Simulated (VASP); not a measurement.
Input of a VASP 6.6.1 run:

Contents of POSCAR:

```
Ag
1.0
    0.0000000000      2.0519023311      2.0519023311
    2.0519023311      0.0000000000      2.0519023311
    2.0519023311      2.0519023311      0.0000000000
Ag
1
Direct
    0.0000000000      0.0000000000      0.0000000000
```

File INCAR.step1:

```
SYSTEM = Ag
PREC = Accurate ; ENCUT = 520
ISMEAR = -1 ; SIGMA = 0.03
LREAL = .FALSE. ; LASPH = .TRUE.
NELM = 80 ; NBANDS = 12
GGA = PE ; ALGO = Normal
EDIFF = 1E-4 ; LWAVE = .TRUE.
LCHARG = .FALSE.
```

The input INCAR.step2:

```
SYSTEM = Ag
PREC = Accurate ; ENCUT = 520
EDIFF = 1E-6 ; ISMEAR = -1
SIGMA = 0.03 ; LREAL = .FALSE.
LASPH = .TRUE. ; NELM = 80
ALGO = Normal ; ISIF = 2
LWAVE = .FALSE. ; LCHARG = .FALSE.
METAGGA = R2SCAN ; LMIXTAU = .TRUE.
NBANDS = 12 ; ISTART = 1
```

The input KPOINTS:

```
regular mesh
0
G
  13 13 13
  0 0 0
```

Potentials or basis: VASP PAW PBE potentials, release 64 (Ag).

Command:

```console
$ cat potpaw_PBE.64/Ag/POTCAR > POTCAR
$ cp INCAR.step1 INCAR
$ mpirun -np 1 vasp_std > vasp.out
$ cp INCAR.step2 INCAR
$ mpirun -np 1 vasp_std > vasp.out
```

Estimate the pressure.

-0.1 GPa.

Caveat: the PAW data sets were made with another functional, which shifts forces and pressure a little.
